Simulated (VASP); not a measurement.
Runs of VASP 6.6.1 on SbPt. The structure is that of space group P6_3/mmc (No. 194), or close to it. The cells are those of the table. 

```csv
task,cell,gap on the mesh (eV),pressure (GPa)
electric field gradients,"a = 4.130, b = 4.130, c = 5.472 Å, angles 90.0, 90.0, 120.0°, 4 atoms",none,(a)
electric field gradients,"a = 4.157, b = 4.157, c = 5.508 Å, angles 90.0, 90.0, 120.0°, 4 atoms",none,-2.7
electric field gradients,"a = 4.074, b = 4.074, c = 5.398 Å, angles 90.0, 90.0, 120.0°, 4 atoms",none,7.0
electric field gradients,"a = 4.130, b = 4.130, c = 5.581 Å, angles 90.0, 90.0, 120.0°, 4 atoms",none,-2.9
electric field gradients,"a = 4.130, b = 4.130, c = 5.527 Å, angles 90.0, 90.0, 120.0°, 4 atoms",none,(b)
single point,"a = 4.211, b = 4.211, c = 5.579 Å, angles 90.0, 90.0, 120.0°, 4 atoms",none,-7.5
```

Alike in all rows: level LDA; potentials or basis VASP PAW LDA potentials, release 64 (Sb, Pt); no spin polarisation; k mesh 11 × 11 × 8; cutoff (eV) 520; smearing fermi-dirac 0.08 eV.

Question: Estimate the missing entries.

Answer: (a) 0.2; (b) -1.4.

Caveats: spin-orbit coupling is left out, which moves the levels of the heavy elements; the cell stands under pressure (at least some runs); the cell stands under tension (at least some runs).

A k mesh can miss the band edges, and the runs leave out spin-orbit coupling on Pt, Sb.

A gap of «none» marks levels without a gap at the run's occupations.
